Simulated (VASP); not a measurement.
# ClO (P1) in VASP: notebook

ClO is run at these levels: r2SCAN+D3(BJ); tasks: single point.

All numbers are computed with VASP 6.6.1; they aren't measurements. Logs are shortened: lines on timing, memory, paths and dates and some standing lists are left out, and cuts for length are marked.

### 1 The cell of the first run

The typed cell holds 2 atoms: a = 3.191 Å, b = 3.174 Å, c = 3.174 Å, α = 90.17°, β = 89.90°, γ = 89.96°.

### 2 Single point, r2SCAN+D3(BJ)

The input, POSCAR:

```
ClO
1.0
    3.1910138465      0.0011580634      0.0028751920
    0.0011580634      3.1743417264     -0.0046921536
    0.0028751920     -0.0046921536      3.1744116095
Cl O
1 1
Direct
    0.9920200000      0.9844800000      0.9975100000
    0.4982700000      0.5138500000      0.4912300000
```

The input, INCAR.step1:

```
ALGO = Normal
EDIFF = 1E-4
ENCUT = 520
GGA = PE
ISMEAR = 0
LASPH = True
LCHARG = False
LREAL = False
LWAVE = True
NBANDS = 14
NELM = 100
PREC = Accurate
SIGMA = 0.05
```

The input, INCAR.step2:

```
ALGO = Normal
EDIFF = 1E-6
ENCUT = 520
ISIF = 2
ISMEAR = 0
ISTART = 1
IVDW = 12
LASPH = True
LCHARG = False
LMIXTAU = True
LREAL = False
LWAVE = False
METAGGA = R2SCAN
NBANDS = 14
NELM = 100
PREC = Accurate
SIGMA = 0.05
VDW_A1 = 0.49484001
VDW_A2 = 5.73083694
VDW_S6 = 1.0
VDW_S8 = 0.78981345
```

The input, KPOINTS:

```
k-points
0
Gamma
  6 6 6
```

Potentials or basis: VASP PAW PBE potentials, release 64 (Cl, O).

Command:

```sh
$ cat potpaw_PBE.64/Cl/POTCAR potpaw_PBE.64/O/POTCAR > POTCAR
$ cp INCAR.step1 INCAR
$ mpirun -np 1 vasp_std > vasp.out
$ cp INCAR.step2 INCAR
$ mpirun -np 1 vasp_std > vasp.out
```

OUTCAR:

```text
EDIFF = 1E-6
   ENCUT = 520
   ISIF = 2
   ISMEAR = 0
   ISTART = 1
   IVDW = 12
   LASPH = True
   LREAL = False
   METAGGA = R2SCAN
   NELM = 100
   PREC = Accurate
 IVDW          = 12

 ion  position               nearest neighbor table
   1  0.992  0.984  0.998-
   2  0.498  0.514  0.491-

  LATTYP: Found a triclinic cell.
 ALAT       =     3.1743454055
 B/A-ratio  =     1.4184466603
 C/A-ratio  =     1.0000223586
 COS(alpha) =     0.0008038485
 COS(beta)  =     0.0029559294
 COS(gamma) =     0.7055113482

  Lattice vectors:

 A1 = (   0.0011580634,   3.1743417264,  -0.0046921536)
 A2 = (   3.1921719099,   3.1754997898,  -0.0018169616)
 A3 = (  -0.0028751920,   0.0046921536,  -3.1744116095)

Analysis of symmetry for initial positions (statically):
=====================================================================
 Subroutine PRICEL returns:
 Original cell was already a primitive cell.

 Routine SETGRP: Setting up the symmetry group for a
 triclinic supercell.

 Subroutine GETGRP returns: Found  1 space group operations
 (whereof  1 operations were pure point group operations)
 out of a pool of  2 trial point group operations.

The static configuration has the point symmetry C_1 .

Analysis of symmetry for dynamics (positions and initial velocities):
=====================================================================
 Subroutine PRICEL returns:
 Original cell was already a primitive cell.

 Routine SETGRP: Setting up the symmetry group for a
 triclinic supercell.

 Subroutine GETGRP returns: Found  1 space group operations
 (whereof  1 operations were pure point group operations)
 out of a pool of  2 trial point group operations.

The dynamic configuration has the point symmetry C_1 .

 Subroutine INISYM returns: Found  1 space group operations
 (whereof  1 operations are pure point group operations),
 and found     1 'primitive' translations

----------------------------------------------------------------------------------------

                                     Primitive cell

  volume of cell :      32.1547

  direct lattice vectors                    reciprocal lattice vectors
     3.191013847  0.001158063  0.002875192     0.313380323 -0.000114747 -0.000284011
     0.001158063  3.174341726 -0.004692154    -0.000114747  0.315026675  0.000465750
     0.002875192 -0.004692154  3.174411609    -0.000284011  0.000465750  0.315019955

  length of vectors
     3.191015352  3.174345405  3.174416379     0.313380473  0.315027040  0.315020427

  position of ions in fractional coordinates (direct lattice)
     0.992020000  0.984480000  0.997510000
     0.498270000  0.513850000  0.491230000

  ion indices of the primitive-cell ions
   primitive index   ion index
                 1           1
                 2           2

----------------------------------------------------------------------------------------

 KPOINTS: k-points

Automatic generation of k-mesh.
 Grid dimensions read from file:
 generate k-points for:    6    6    6

 Generating k-lattice:

  Cartesian coordinates                     Fractional coordinates (reciprocal lattice)
     0.052230054 -0.000019125 -0.000047335     0.166666667 -0.000000000  0.000000000
    -0.000019125  0.052504446  0.000077625     0.000000000  0.166666667  0.000000000
    -0.000047335  0.000077625  0.052503326     0.000000000 -0.000000000  0.166666667

  Length of vectors
     0.052230079  0.052504507  0.052503405

  Shift w.r.t. Gamma in fractional coordinates (k-lattice)
     0.000000000  0.000000000  0.000000000

 Subroutine IBZKPT returns following result:
 ===========================================

 Found    112 irreducible k-points:

 Following reciprocal coordinates:
            Coordinates               Weight
  0.000000  0.000000  0.000000      1.000000
  0.166667 -0.000000 -0.000000      2.000000
  0.333333 -0.000000 -0.000000      2.000000
  0.500000 -0.000000 -0.000000      1.000000
 -0.000000  0.166667  0.000000      2.000000
  0.166667  0.166667  0.000000      2.000000
[... 16 lines left out ...]
  0.333333  0.000000  0.166667      2.000000
  0.500000  0.000000  0.166667      2.000000
 [... further k-points ...]
   k-points           NKPTS =    112   k-points in BZ     NKDIM =    112   number of bands    NBANDS=     14
   number of dos      NEDOS =    301   number of ions     NIONS =      2
   total plane-waves  NPLWV =  13824
   dimension x,y,z NGX =    24 NGY =   24 NGZ =   24
   dimension x,y,z NGXF=    48 NGYF=   48 NGZF=   48
   ions per type =               1   1
   NGX,Y,Z   is equivalent  to a cutoff of  12.50, 12.57, 12.57 a.u.
   NGXF,Y,Z  is equivalent  to a cutoff of  25.01, 25.14, 25.14 a.u.
 SYSTEM =  unknown system
   PREC   = accura    normal or accurate (medium, high low for compatibility)
   ISTART =      1    job   : 0-new  1-cont  2-samecut
   ICHARG =      0    charge: 1-file 2-atom 10-const
   ISPIN  =      1    spin polarized calculation?
   LNONCOLLINEAR =      F non collinear calculations
   LSORBIT =      F    spin-orbit coupling
   LASPH  =      T    aspherical Exc in radial PAW
   ENCUT  =  520.0 eV  38.22 Ry    6.18 a.u.   5.93  5.90  5.90*2*pi/ulx,y,z
   NELM   =    100;   NELMIN=  2; NELMDL=  0     # of ELM steps
   EDIFF  = 0.1E-05   stopping-criterion for ELM
   LREAL  =      F    real-space projection
   EDIFFG = 0.1E-04   stopping-criterion for IOM
   NSW    =      0    number of steps for IOM
   IBRION =     -1    ionic relax: 0-MD 1-quasi-New 2-CG
   NFREE  =      0    steps in history (QN), initial steepest desc. (CG)
   ISIF   =      2    stress and relaxation
   ISYM   =      2    0-nonsym 1-usesym 2-fastsym
   POTIM  = 0.5000    time-step for ionic-motion
   TEBEG  =    0.0;   TEEND  =   0.0 temperature during run
   PSTRESS=    0.0 pullay stress
   NELECT =      13.0000    total number of electrons
   NUPDOWN=      -1.0000    fix difference up-down
   EMIN   =  10.00;   EMAX   =-10.00  energy-range for DOS
   EFERMI =   0.00;   METHOD = LEGACY
   ISMEAR =     0;   SIGMA  =   0.05  broadening in eV -4-tet -1-fermi 0-gaus
   EFERMI_NEDOS =   21; number of points for ismear=-14 and -15
   IALGO  =     38    algorithm
   IMIX   =      4    mixing-type and parameters
     AMIX     =   0.40;   BMIX     =  1.00
     AMIX_MAG =   1.60;   BMIX_MAG =  1.00
  volume/ion in A,a.u.               =      16.08       108.50
  Fermi-wavevector in a.u.,A,eV,Ry     =   1.210527  2.287565 19.937651  1.465376
  Thomas-Fermi vector in A             =   2.346071
   LORBIT       =      0    0 simple, 1 ext, 2 COOP (PROOUT), +10 PAW based schemes
   METAGGA = R2SCAN    functional components
   LHFCALC =     F    Hartree Fock is set to
   AEXX    =    0.0000 exact exchange contribution
   IVDW    =    12    specifies the selected vdW correction
   LEPSILON=     F    determine dielectric tensor
   LRPA    =     F    only Hartree local field effects (RPA)
 non-spin polarized calculation
 Gauss-broadening in eV      SIGMA  =   0.05
  energy-cutoff  :      520.00
  volume of cell :       32.15
 maximum number of plane-waves:       908
   NGX = 11   NGY = 11   NGZ = 11

 number of electron      12.9999999 magnetization

 Free energy of the ion-electron system (eV)
  ---------------------------------------------------
  ext. energy  EPLUGINS =         0.00000000
  ---------------------------------------------------
  free energy    TOTEN  =        -7.89710602 eV

  energy without entropy =       -7.89274558  energy(sigma->0) =       -7.89492580

 E-fermi :   0.4644     XC(G=0): -10.3534

 val. band max:        0.4640647071   @ k =   0.5000   0.1667   0.1667
 cond. band min:       0.4812092554   @ k =   0.1667  -0.0000   0.5000
 fundamental gap:      0.0171445483
 Fermi energy:         0.4644324521

 k-point     1 :       0.0000    0.0000    0.0000
  band No.  band energies     occupation
      1     -17.5617      2.00000
      2     -14.0120      2.00000
      3      -1.8171      2.00000
      4      -1.7628      2.00000
      5      -1.7289      2.00000
      6       1.2723      0.00000
      7       1.3026      0.00000
      8       1.3172      0.00000
      9      11.0217      0.00000
     10      11.0919      0.00000
     11      12.5380      0.00000
     12      19.2658      0.00000
     13      19.2917      0.00000
     14      19.3633      0.00000

 k-point     2 :       0.1667   -0.0000   -0.0000
  band No.  band energies     occupation
      1     -17.4041      2.00000
      2     -14.1238      2.00000
      3      -2.0754      2.00000
      4      -1.5664      2.00000
      5      -1.5367      2.00000
      6       0.6891      0.00000
      7       1.0859      0.00000
      8       1.1104      0.00000
      9      11.3869      0.00000
     10      12.0251      0.00000
     11      13.4739      0.00000
     12      18.5123      0.00000
     13      18.5243      0.00000
     14      19.5529      0.00000

 k-point     3 :       0.3333   -0.0000   -0.0000
  band No.  band energies     occupation
      1     -17.0300      2.00000
      2     -14.4152      2.00000
      3      -2.4574      2.00000
      4      -1.0245      2.00000
      5      -1.0181      2.00000
      6      -0.3825      2.00000
      7       0.5462      0.02079
      8       0.5573      0.00860
      9      12.1586      0.00000
     10      13.4786      0.00000
     11      16.0739      0.00000
     12      17.4294      0.00000
     13      17.4846      0.00000
     14      19.6536      0.00000
[... 324 lines left out ...]
 k-point    23 :       0.3333    0.0000    0.1667
  band No.  band energies     occupation
      1     -16.9371      2.00000
      2     -14.3588      2.00000
      3      -2.9477      2.00000
      4      -1.5457      2.00000
      5      -0.8489      2.00000
      6      -0.4573      2.00000
      7       0.5220      0.10354
      8       0.9330      0.00000
      9      12.7169      0.00000
     10      14.1840      0.00000
     11      14.9796      0.00000
     12      17.1408      0.00000
     13      17.5620      0.00000
     14      18.6436      0.00000

 k-point    24 :       0.5000    0.0000    0.1667
  band No.  band energies     occupation
      1     -16.7410      2.00000
      2     -14.4854      2.00000
      3      -3.0356      2.00000
      4      -2.0936      2.00000
      5      -0.2969      2.00000
      6      -0.0901      2.00000
      7       0.1086      2.00000
      8       0.4902      0.46578
      9      13.1642      0.00000
     10      14.4412      0.00000
     11      15.0410      0.00000
     12      16.7306      0.00000
     13      18.5189      0.00000
     14      18.5477      0.00000

 [... further k-points ...]

------------------------ aborting loop because EDIFF is reached ----------------------------------------

 Edisp (eV)   -0.14483

 E8    (eV) :    -0.0322

  FORCE on cell =-STRESS in cart. coord.  units (eV):
  Direction    XX          YY          ZZ          XY          YZ          ZX
  --------------------------------------------------------------------------------------
  -------------------------------------------------------------------------------------
  Total      -2.58208    -2.49053    -2.51032    -0.01267    -0.02157     0.03150
  in kB    -128.65770  -124.09626  -125.08239    -0.63131    -1.07494     1.56968
  external pressure =     -125.95 kB  Pullay stress =        0.00 kB

 VOLUME and BASIS-vectors are now :
 -----------------------------------------------------------------------------
  energy-cutoff  :      520.00
  volume of cell :       32.15
      direct lattice vectors                 reciprocal lattice vectors
     3.191013847  0.001158063  0.002875192     0.313380323 -0.000114747 -0.000284011
     0.001158063  3.174341726 -0.004692154    -0.000114747  0.315026675  0.000465750
     0.002875192 -0.004692154  3.174411609    -0.000284011  0.000465750  0.315019955

 POSITION                                       TOTAL-FORCE (eV/Angst)
 -----------------------------------------------------------------------------------
      3.16956      3.12154      3.16474        -0.052351     -0.263436      0.051461
      1.59199      1.62941      1.55839         0.052351      0.263436     -0.051461
 -----------------------------------------------------------------------------------
    total drift:                                0.002388     -0.004120      0.002765

  FREE ENERGIE OF THE ION-ELECTRON SYSTEM (eV)
  ---------------------------------------------------
  free  energy   TOTEN  =        -8.0419348943 eV

  energy  without entropy=       -8.0375744590  energy(sigma->0) =       -8.03975468
```

It took 38 s on 1 thread of Intel Xeon 6975P-C (Granite Rapids), shared host; peak memory 0.17 GiB.

Results:

* Free energy: -8.0419 eV
* Pressure: -12.6 GPa
* Largest force: 0.273 eV/Å
* Dispersion energy per atom: -0.072 eV

Forces in eV/Å, atoms in the order of the input:
```
Cl  -0.052 -0.263  0.051
O    0.052  0.263 -0.051
```

Stress tensor (GPa, compression positive):
```
-12.87  -0.06   0.16
 -0.06 -12.41  -0.11
  0.16  -0.11 -12.51
```

Levels at points of the mesh, in eV from the Fermi level:
| k point | band 3 | band 4 | band 5 | band 6 | band 7 | band 8 | band 9 | band 10 |
| --- | --- | --- | --- | --- | --- | --- | --- | --- |
| (0.00, 0.00, 0.00) | -2.28 | -2.23 | -2.19 | 0.81 | 0.84 | 0.85 | 10.56 | 10.63 |
| (0.50, 0.00, 0.00) | -3.03 | -1.46 | -0.81 | -0.78 | -0.60 | -0.54 | 12.24 | 13.69 |
| (0.00, 0.50, 0.00) | -3.06 | -1.43 | -0.97 | -0.94 | -0.48 | -0.44 | 12.26 | 13.77 |
| (0.50, 0.50, 0.00) | -4.54 | -4.51 | -0.61 | -0.29 | 0.54 | 0.55 | 11.06 | 12.75 |
| (0.00, 0.00, 0.50) | -3.06 | -1.47 | -0.82 | -0.78 | -0.63 | -0.53 | 12.26 | 13.73 |
| (0.50, 0.00, 0.50) | -4.55 | -4.53 | -0.61 | -0.29 | 0.56 | 0.57 | 11.10 | 12.75 |
| (0.00, 0.50, 0.50) | -4.52 | -4.52 | -0.63 | -0.32 | 0.52 | 0.53 | 11.01 | 12.73 |
| (0.50, 0.50, 0.50) | -2.83 | -2.79 | -2.72 | -1.81 | -1.71 | -1.69 | 13.39 | 13.45 |

Caveat: three body term missing; the PAW data sets were made with another functional, which shifts forces and pressure a little; an odd number of electrons without spin polarisation forces a metal; a magnetic or distorted state may lie lower; pairwise dispersion overbinds metals, which lowers pressure and volume.

### 3 Single point, r2SCAN+D3(BJ)

This run uses another cell than the first one, of 16.16 Å³/atom, 1.005 times its volume.

The input, POSCAR:

```
ClO
1.0
    3.1963500000      0.0011600000      0.0028800000
    0.0011600000      3.1796500000     -0.0047000000
    0.0028800000     -0.0047000000      3.1797200000
Cl O
1 1
Direct
    0.9920200000      0.9844800000      0.9975100000
    0.4982700000      0.5138500000      0.4912300000
```

The input, INCAR.step1:

```
PREC = Accurate
ENCUT = 520
ISMEAR = 0
SIGMA = 0.05
LREAL = False
LASPH = True
NELM = 60
NBANDS = 14
GGA = PE
ALGO = Normal
EDIFF = 1E-4
LWAVE = True
LCHARG = False
```

The input, INCAR.step2:

```
PREC = Accurate
ENCUT = 520
EDIFF = 1E-6
ISMEAR = 0
SIGMA = 0.05
LREAL = False
LASPH = True
NELM = 60
ALGO = Normal
ISIF = 2
LWAVE = False
LCHARG = True
METAGGA = R2SCAN
LMIXTAU = True
IVDW = 12
VDW_S6 = 1.0
VDW_S8 = 0.78981345
VDW_A1 = 0.49484001
VDW_A2 = 5.73083694
LELF = True
LVHAR = True
NBANDS = 14
ISTART = 1
```

The input, KPOINTS:

```
Automatic mesh
0
Gamma
  6 6 6
```

Potentials or basis: VASP PAW PBE potentials, release 64 (Cl, O).

Command:

```sh
$ cat potpaw_PBE.64/Cl/POTCAR potpaw_PBE.64/O/POTCAR > POTCAR
$ cp INCAR.step1 INCAR
$ mpirun -np 1 vasp_std > vasp.out
$ cp INCAR.step2 INCAR
$ mpirun -np 1 vasp_std > vasp.out
```

Wall time 41 s (1 thread of Intel Xeon 6975P-C (Granite Rapids), shared host); peak memory 0.17 GiB.

The run converged. Its results:

```yaml
Free_energy: -8.0294 eV
Pressure: -12.7 GPa
Largest_force: 0.274 eV/Å
Dispersion_energy_per_atom: -0.072 eV
```

Forces in eV/Å, atoms in the order of the input:
```
Cl  -0.052 -0.264  0.052
O    0.052  0.264 -0.052
```

Stress tensor (GPa, compression positive):
```
-12.94  -0.06   0.16
 -0.06 -12.48  -0.11
  0.16  -0.11 -12.58
```

Levels at points of the mesh, in eV from the Fermi level:
```csv
k point,band 2,band 3,band 4,band 5,band 6,band 7,band 8,band 9,band 10,band 11
"(0.00, 0.00, 0.00)",-14.47,-2.26,-2.21,-2.18,0.80,0.83,0.85,10.57,10.64,12.03
"(0.50, 0.00, 0.00)",-15.06,-3.01,-1.45,-0.80,-0.77,-0.60,-0.54,12.26,13.66,16.27
"(0.00, 0.50, 0.00)",-15.02,-3.04,-1.42,-0.96,-0.93,-0.47,-0.44,12.27,13.74,16.45
"(0.50, 0.50, 0.00)",-14.50,-4.50,-4.48,-0.61,-0.29,0.54,0.55,11.06,12.75,15.37
"(0.00, 0.00, 0.50)",-15.04,-3.04,-1.46,-0.82,-0.77,-0.63,-0.53,12.27,13.70,16.24
"(0.50, 0.00, 0.50)",-14.50,-4.52,-4.50,-0.60,-0.29,0.55,0.56,11.10,12.75,15.37
"(0.00, 0.50, 0.50)",-14.49,-4.48,-4.48,-0.62,-0.32,0.51,0.53,11.01,12.73,15.30
"(0.50, 0.50, 0.50)",-14.04,-2.81,-2.77,-2.70,-1.80,-1.69,-1.68,13.38,13.44,13.50
```

Caveat: three body term missing; the PAW data sets were made with another functional, which shifts forces and pressure a little; an odd number of electrons without spin polarisation forces a metal; a magnetic or distorted state may lie lower; pairwise dispersion overbinds metals, which lowers pressure and volume.
